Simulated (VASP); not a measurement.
Runs of VASP 6.6.1 on AlN (rock salt). The structure is that of space group Fm-3m (No. 225), or close to it. The cells are those of the table. 

```csv
cell,cutoff (eV),gap on the mesh (eV),pressure (GPa)
"a = 2.751 Å, angles 60.0°, 2 atoms",600,4.96,31.1
"a = 2.870 Å, angles 60.0°, 2 atoms",600,4.35,-8.7
"a = 2.898 Å, angles 60.0°, 2 atoms",520,(a),(c)
"a = 2.782 Å, angles 60.0°, 2 atoms",600,5.03,18.7
"a = 2.841 Å, angles 60.0°, 2 atoms",600,4.64,(b)
"a = 2.812 Å, angles 60.0°, 2 atoms",600,4.95,(d)
```

Alike in all rows: task single point; level LDA; potentials or basis VASP PAW LDA potentials, release 64 (Al, N); no spin polarisation; k mesh 10 × 10 × 10; smearing gaussian 0.01 eV.

Estimate the missing entries.

(a) 4.08; (b) -0.9; (c) -15.2; (d) 8.2.

A k mesh can miss the band edges.
